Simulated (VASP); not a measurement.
# In2O3 (R-3c) in VASP: notebook, part 3 of 3

VASP 6.6.1. Earlier steps stand in the parts before.

## Step 5: Single point, RPBE

This run uses another cell than the first one, of 13.60 Å³/atom.

The input, INCAR:

```
PREC = Accurate
ENCUT = 520
EDIFF = 1E-6
ISMEAR = -1
SIGMA = 0.05
LREAL = F
LASPH = T
NELM = 100
ALGO = Normal
ISIF = 2
LWAVE = F
LCHARG = F
GGA = RP
NBANDS = 55
```

The input, KPOINTS:

```
Automatic mesh
0
Gamma
  6 6 6
```

The input, POSCAR:

```
In2O3
1.0
    2.8096573597      1.6221564330      4.9743768210
   -2.8096573597      1.6221564330      4.9743768210
    0.0000000000     -3.2443128659      4.9743768210
In O
4 6
Direct
    0.8568540600      0.8568540600      0.8568540600
    0.6431459400      0.6431459400      0.6431459400
    0.1431459400      0.1431459400      0.1431459400
    0.3568540600      0.3568540600      0.3568540600
    0.0471561362      0.7500000000      0.4528438638
    0.7500000000      0.4528438638      0.0471561362
    0.4528438638      0.0471561362      0.7500000000
    0.9528438638      0.2500000000      0.5471561362
    0.2500000000      0.5471561362      0.9528438638
    0.5471561362      0.9528438638      0.2500000000
```

Potentials or basis: VASP PAW PBE potentials, release 64 (In_d, O).

Command:

```console
cat potpaw_PBE.64/In_d/POTCAR potpaw_PBE.64/O/POTCAR > POTCAR
mpirun -np 1 vasp_std > vasp.out
```

OUTCAR:

```text
PREC = Accurate
   ENCUT = 520
   EDIFF = 1E-6
   ISMEAR = -1
   LREAL = F
   LASPH = T
   NELM = 100
   ISIF = 2
   GGA = RP

 ion  position               nearest neighbor table
   1  0.857  0.857  0.857-   9 2.17  10 2.17   8 2.17   7 2.31   5 2.31   6 2.31   2 3.19   3 3.32
                             3 3.32   3 3.32   2 3.70   2 3.70   2 3.70
   2  0.643  0.643  0.643-   8 2.17  10 2.17   9 2.17   7 2.31   6 2.31   5 2.31   1 3.19   4 3.32
                             4 3.32   4 3.32   1 3.70   1 3.70   1 3.70
   3  0.143  0.143  0.143-   6 2.17   7 2.17   5 2.17  10 2.31   8 2.31   9 2.31   4 3.19   1 3.32
                             1 3.32   1 3.32   4 3.70   4 3.70   4 3.70
   4  0.357  0.357  0.357-   5 2.17   7 2.17   6 2.17  10 2.31   9 2.31   8 2.31   3 3.19   2 3.32
                             2 3.32   2 3.32   3 3.70   3 3.70   3 3.70
   5  0.047  0.750  0.453-   4 2.17   3 2.17   1 2.31   2 2.31
   6  0.750  0.453  0.047-   3 2.17   4 2.17   2 2.31   1 2.31
   7  0.453  0.047  0.750-   3 2.17   4 2.17   1 2.31   2 2.31
   8  0.953  0.250  0.547-   2 2.17   1 2.17   3 2.31   4 2.31
   9  0.250  0.547  0.953-   1 2.17   2 2.17   4 2.31   3 2.31
  10  0.547  0.953  0.250-   1 2.17   2 2.17   3 2.31   4 2.31

  LATTYP: Found a trigonal (rhomboedric) cell.
 ALAT       =     5.9388543280
 COS(alpha) =     0.5523574395

  Lattice vectors:

 A1 = (   2.8096573597,   1.6221564330,   4.9743768210)
 A2 = (  -2.8096573597,   1.6221564330,   4.9743768210)
 A3 = (   0.0000000000,  -3.2443128659,   4.9743768210)

Analysis of symmetry for initial positions (statically):
=====================================================================
 Subroutine PRICEL returns:
 Original cell was already a primitive cell.

 Routine SETGRP: Setting up the symmetry group for a
 trigonal (rhombohedral) supercell.

 Subroutine GETGRP returns: Found 12 space group operations
 (whereof  6 operations were pure point group operations)
 out of a pool of 12 trial point group operations.

The static configuration has the point symmetry S_6 .
 The point group associated with its full space group is D_3d.

[... 157 lines left out ...]
   IVDW    =     0    specifies the selected vdW correction
   LEPSILON=     F    determine dielectric tensor
   LRPA    =     F    only Hartree local field effects (RPA)
 non-spin polarized calculation
  energy-cutoff  :      520.00
  volume of cell :      136.03
 maximum number of plane-waves:      3702
 NGX is ok and might be reduce to    48
   NGX = 23   NGY = 23   NGZ = 23

 number of electron      87.9999992 magnetization

 Free energy of the ion-electron system (eV)
  ---------------------------------------------------
  ext. energy  EPLUGINS =         0.00000000
  ---------------------------------------------------
  free energy    TOTEN  =       -51.59552077 eV

  energy without entropy =      -51.59551033  energy(sigma->0) =      -51.59551555

 E-fermi :   5.4677     XC(G=0): -10.5932

 val. band max:        4.9257240950   @ k =  -0.1667   0.1667   0.0000
 cond. band min:       5.8098462621   @ k =   0.0000   0.0000   0.0000
 fundamental gap:      0.8841221671
 Fermi energy:         5.4676878054

 k-point     1 :       0.0000    0.0000    0.0000
  band No.  band energies     occupation
      1     -12.3332      2.00000
      2     -11.6013      2.00000
      3     -11.6013      2.00000
      4     -11.4170      2.00000
      5     -11.4170      2.00000
      6     -11.3422      2.00000
[... 1381 lines left out ...]
     54      15.2699      0.00000
     55      15.8180      0.00000

 [... further k-points ...]

------------------------ aborting loop because EDIFF is reached ----------------------------------------

  FORCE on cell =-STRESS in cart. coord.  units (eV):
  Direction    XX          YY          ZZ          XY          YZ          ZX
  --------------------------------------------------------------------------------------
  -------------------------------------------------------------------------------------
  Total        0.3900094      0.3900094      0.2588345     -0.0000000      0.0000000      0.0000000
  in kB        4.5935629      4.5935629      3.0485741     -0.0000000      0.0000000      0.0000000
  external PRESSURE =       4.0785666 kB  Pullay stress =       0.0000000 kB

 VOLUME and BASIS-vectors are now :
 -----------------------------------------------------------------------------
  energy-cutoff  :      520.00
  volume of cell :      136.03
      direct lattice vectors                 reciprocal lattice vectors
     2.809657360  1.622156433  4.974376821     0.177957643  0.102743893  0.067010069
    -2.809657360  1.622156433  4.974376821    -0.177957643  0.102743893  0.067010069
     0.000000000 -3.244312866  4.974376821     0.000000000 -0.205487786  0.067010069

 POSITION                                       TOTAL-FORCE (eV/Angst)
 -----------------------------------------------------------------------------------
      0.00000      0.00000     12.78694         0.000000     -0.000000     -0.017007
      0.00000      0.00000      9.59775         0.000000      0.000000      0.017007
      0.00000      0.00000      2.13619         0.000000      0.000000      0.017007
      0.00000      0.00000      5.32538         0.000000     -0.000000     -0.017007
     -1.97475     -0.17606      6.21797        -0.006499     -0.011257     -0.000000
      0.83491      1.79821      6.21797        -0.006499      0.011257     -0.000000
      1.13984     -1.62216      6.21797         0.012999     -0.000000     -0.000000
      1.97475      0.17606      8.70516         0.006499      0.011257     -0.000000
     -0.83491     -1.79821      8.70516         0.006499     -0.011257     -0.000000
     -1.13984      1.62216      8.70516        -0.012999     -0.000000     -0.000000
 -----------------------------------------------------------------------------------
    total drift:                                0.000000     -0.000000      0.000000

  FREE ENERGIE OF THE ION-ELECTRON SYSTEM (eV)
  ---------------------------------------------------
  free  energy   TOTEN  =       -51.5955207742 eV

  energy  without entropy=      -51.5955103325  energy(sigma->0) =      -51.59551555
```

stdout:

```text
POSCAR found type information on POSCAR InO
 POSCAR found :  2 types and      10 ions
 scaLAPACK will be used
 -----------------------------------------------------------------------------
|                                                                             |
|                                                                             |
|     You enforced a specific xc type in the INCAR file but a different       |
|     I HOPE YOU KNOW WHAT YOU ARE DOING!                                     |
|                                                                             |
 -----------------------------------------------------------------------------

 LDA part: xc-table for (Slater+PW92), standard interpolation
 POSCAR, INCAR and KPOINTS ok, starting setup
 FFT: planning ... GRIDC
 FFT: planning ... GRID_SOFT
 FFT: planning ... GRID
 WAVECAR not read
 entering main loop
```

Wall time 4.1 min (1 thread of Intel Xeon 6975P-C (Granite Rapids), shared host); peak memory 0.41 GiB.

What came out:

| Property | Result |
| --- | --- |
| Free energy | -51.5955 eV |
| Pressure | 0.4 GPa |
| Largest force | 0.017 eV/Å |
| Band gap on the k mesh | 0.88 eV (least direct gap 0.98 eV) |

Forces on the atoms (eV/Å):
```
In   0.000  0.000 -0.017
In   0.000  0.000  0.017
In   0.000  0.000  0.017
In   0.000  0.000 -0.017
O   -0.006 -0.011  0.000
O   -0.006  0.011  0.000
O    0.013  0.000  0.000
O    0.006  0.011  0.000
O    0.006 -0.011  0.000
O   -0.013  0.000  0.000
```

Caveat: the PAW data sets were made with another functional, which shifts forces and pressure a little; spin-orbit coupling is left out, which moves the levels of the heavy elements. A k mesh can miss the band edges.

## Step 6: Overview

```csv
level,cell,cutoff (eV),gap on the mesh (eV),pressure (GPa),largest force (eV/Å)
PBE+D3(BJ),"a = 5.839 Å, angles 56.8°, 10 atoms, atomic positions A",600,1.06,0.0,0.01
PBE,"a = 5.878 Å, angles 56.6°, 10 atoms, atomic positions B",600,0.96,0.3,0.01
PBE,"a = 5.878 Å, angles 56.6°, 10 atoms, atomic positions B",520,0.96,0.4,0.01
RPBE,"a = 5.939 Å, angles 56.5°, 10 atoms, atomic positions C",520,0.88,0.4,0.02
```

Alike in all rows: task single point; potentials or basis VASP PAW PBE potentials, release 64 (In_d, O); no spin polarisation; k mesh 6 × 6 × 6; smearing fermi-dirac 0.05 eV.

Caveats: spin-orbit coupling is left out, which moves the levels of the heavy elements; three body term missing (at least some runs); the PAW data sets were made with another functional, which shifts forces and pressure a little (at least some runs).

Absolute energies hang on the potentials; compare differences alone.
